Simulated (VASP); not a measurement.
# Pt (P6_3/mmc) in VASP: notebook, part 2 of 2

VASP 6.6.1.

**5. Single point, LDA (14.82 Å³/atom)**

Input file INCAR:

```
PREC = Accurate
ENCUT = 520
EDIFF = 1E-6
ISMEAR = -1
SIGMA = 0.1
LREAL = False
LASPH = True
NELM = 80
ALGO = Normal
ISIF = 2
LWAVE = False
LCHARG = False
NBANDS = 28
```

Input file KPOINTS:

```
regular mesh
0
Gamma
  17 17 5
```

Input file POSCAR:

```
Pt
1.0
    2.7375477193      0.0000000000      0.0000000000
   -1.3687738596      2.3707858689      0.0000000000
    0.0000000000      0.0000000000      9.1316270460
Pt
4
Direct
    0.0000000000      0.0000000000      0.0000000000
    0.0000000000      0.0000000000      0.5000000000
    0.3333333333      0.6666666667      0.2500000000
    0.6666666667      0.3333333333      0.7500000000
```

Potentials or basis: VASP PAW LDA potentials, release 64 (Pt).

On the command line:

```console
$ cat potpaw_LDA.64/Pt/POTCAR > POTCAR
$ mpirun -np 1 vasp_std > vasp.out
```

OUTCAR:

```text
PREC = Accurate
   ENCUT = 520
   EDIFF = 1E-6
   ISMEAR = -1
   LREAL = False
   LASPH = True
   NELM = 80
   ISIF = 2

 ion  position               nearest neighbor table
   1  0.000  0.000  0.000-   3 2.78   4 2.78   3 2.78   4 2.78   4 2.78   3 2.78
   2  0.000  0.000  0.500-   3 2.78   4 2.78   3 2.78   4 2.78   4 2.78   3 2.78
   3  0.333  0.667  0.250-   1 2.78   2 2.78   1 2.78   2 2.78   1 2.78   2 2.78
   4  0.667  0.333  0.750-   1 2.78   2 2.78   1 2.78   2 2.78   1 2.78   2 2.78

  LATTYP: Found a hexagonal cell.
 ALAT       =     2.7375477193
 C/A-ratio  =     3.3356960252

  Lattice vectors:

 A1 = (   2.7375477193,   0.0000000000,   0.0000000000)
 A2 = (  -1.3687738596,   2.3707858689,   0.0000000000)
 A3 = (   0.0000000000,   0.0000000000,   9.1316270460)

Analysis of symmetry for initial positions (statically):
=====================================================================
 Subroutine PRICEL returns:
 Original cell was already a primitive cell.

 Routine SETGRP: Setting up the symmetry group for a
 hexagonal supercell.

 Subroutine GETGRP returns: Found 24 space group operations
 (whereof 12 operations were pure point group operations)
 out of a pool of 24 trial point group operations.

The static configuration has the point symmetry D_3d.
 The point group associated with its full space group is D_6h.

Analysis of symmetry for dynamics (positions and initial velocities):
=====================================================================
 Subroutine PRICEL returns:
 Original cell was already a primitive cell.

 Routine SETGRP: Setting up the symmetry group for a
 hexagonal supercell.

 Subroutine GETGRP returns: Found 24 space group operations
 (whereof 12 operations were pure point group operations)
 out of a pool of 24 trial point group operations.

The dynamic configuration has the point symmetry D_3d.
 The point group associated with its full space group is D_6h.

 Subroutine INISYM returns: Found 24 space group operations
[... 114 lines left out ...]
   EMIN   =  10.00;   EMAX   =-10.00  energy-range for DOS
   EFERMI =   0.00;   METHOD = LEGACY
   ISMEAR =    -1;   SIGMA  =   0.10  broadening in eV -4-tet -1-fermi 0-gaus
   EFERMI_NEDOS =   21; number of points for ismear=-14 and -15
   IALGO  =     38    algorithm
   IMIX   =      4    mixing-type and parameters
     AMIX     =   0.40;   BMIX     =  1.00
     AMIX_MAG =   1.60;   BMIX_MAG =  1.00
  volume/ion in A,a.u.               =      14.82        99.99
  Fermi-wavevector in a.u.,A,eV,Ry     =   1.436021  2.713686 28.057336  2.062156
  Thomas-Fermi vector in A             =   2.555255
   LORBIT       =      0    0 simple, 1 ext, 2 COOP (PROOUT), +10 PAW based schemes
   GGA     = CA    functional components
   LHFCALC =     F    Hartree Fock is set to
   AEXX    =    0.0000 exact exchange contribution
   IVDW    =     0    specifies the selected vdW correction
   LEPSILON=     F    determine dielectric tensor
   LRPA    =     F    only Hartree local field effects (RPA)
 non-spin polarized calculation
  energy-cutoff  :      520.00
  volume of cell :       59.27
 maximum number of plane-waves:      1612
   NGX = 11   NGY = 11   NGZ = 33

 number of electron      40.0000003 magnetization

 Free energy of the ion-electron system (eV)
  ---------------------------------------------------
  ext. energy  EPLUGINS =         0.00000000
  ---------------------------------------------------
  free energy    TOTEN  =       -30.00768617 eV

  energy without entropy =      -29.79362775  energy(sigma->0) =      -29.90065696

 E-fermi :  11.5016     XC(G=0): -13.7892

 val. band max:       11.4966810863   @ k =   0.4118   0.0588   0.2000
 cond. band min:      11.5024684506   @ k =   0.3529   0.0588   0.0000
 fundamental gap:      0.0057873644
 Fermi energy:        11.5015948824

 k-point     1 :       0.0000    0.0000    0.0000
  band No.  band energies     occupation
      1       1.0408      2.00000
      2       3.0229      2.00000
      3       3.0312      2.00000
      4       3.8740      2.00000
      5       7.1349      2.00000
      6       7.1874      2.00000
[... 733 lines left out ...]
     27      22.9684      0.00000
     28      24.0012      0.00000

 [... further k-points ...]
[... 5 lines left out ...]
  --------------------------------------------------------------------------------------
  -------------------------------------------------------------------------------------
  Total        0.2586415      0.2586415      0.2716292      0.0000000      0.0000000     -0.0000000
  in kB        6.9920842      6.9920842      7.3431917      0.0000000      0.0000000     -0.0000000
  external PRESSURE =       7.1091200 kB  Pullay stress =       0.0000000 kB

 VOLUME and BASIS-vectors are now :
 -----------------------------------------------------------------------------
  energy-cutoff  :      520.00
  volume of cell :       59.27
      direct lattice vectors                 reciprocal lattice vectors
     2.737547719  0.000000000  0.000000000     0.365290436  0.210900532  0.000000000
    -1.368773860  2.370785869  0.000000000     0.000000000  0.421801063  0.000000000
     0.000000000  0.000000000  9.131627046     0.000000000  0.000000000  0.109509510

 POSITION                                       TOTAL-FORCE (eV/Angst)
 -----------------------------------------------------------------------------------
      0.00000      0.00000      0.00000         0.000000      0.000000     -0.000000
      0.00000      0.00000      4.56581         0.000000      0.000000     -0.000000
     -0.00000      1.58052      2.28291         0.000000     -0.000000      0.000000
      1.36877      0.79026      6.84872        -0.000000      0.000000     -0.000000
 -----------------------------------------------------------------------------------
    total drift:                                0.000000     -0.000000      0.000000

  FREE ENERGIE OF THE ION-ELECTRON SYSTEM (eV)
  ---------------------------------------------------
  free  energy   TOTEN  =       -30.0076861730 eV

  energy  without entropy=      -29.7936277455  energy(sigma->0) =      -29.90065696
```

Run time: 2.9 min. Hardware: 1 thread of Intel Xeon 8259CL, shared host; peak memory 0.24 GiB.

What came out:

```yaml
Free_energy: -30.0077 eV
Pressure: 0.7 GPa
Band_gap_on_the_k_mesh: zero (bands 20 and 21 overlap by 1.38 eV)
```

Levels at points of the mesh, in eV from the Fermi level:
```tsv
k point	band 16	band 17	band 18	band 19	band 20	band 21	band 22	band 23	band 24	band 25
(0.00, 0.00, 0.00)	-2.05	-2.05	-1.42	-1.42	-0.94	-0.94	-0.75	-0.12	-0.12	5.62
```

Caveat: spin-orbit coupling is left out, which moves the levels of the heavy elements.

**6. Overview**

```tsv
cell	k mesh	gap on the mesh (eV)	pressure (GPa)
a = 2.738, b = 2.738, c = 9.132 Å, angles 90.0, 90.0, 120.0°, 4 atoms	13 × 13 × 4	none	0.7
a = 2.623, b = 2.623, c = 8.751 Å, angles 90.0, 90.0, 120.0°, 4 atoms	17 × 17 × 5	none	55.7
a = 2.663, b = 2.663, c = 8.881 Å, angles 90.0, 90.0, 120.0°, 4 atoms	17 × 17 × 5	none	32.6
a = 2.738, b = 2.738, c = 9.132 Å, angles 90.0, 90.0, 120.0°, 4 atoms	17 × 17 × 5	none	0.7
```

Alike in all rows: task single point; level LDA; potentials or basis VASP PAW LDA potentials, release 64 (Pt); no spin polarisation; cutoff (eV) 520; smearing fermi-dirac 0.1 eV.

Caveats: spin-orbit coupling is left out, which moves the levels of the heavy elements; the cell stands under pressure (at least some runs).

Total energies depend on the potentials used, so only differences within one code and one set of settings carry meaning.
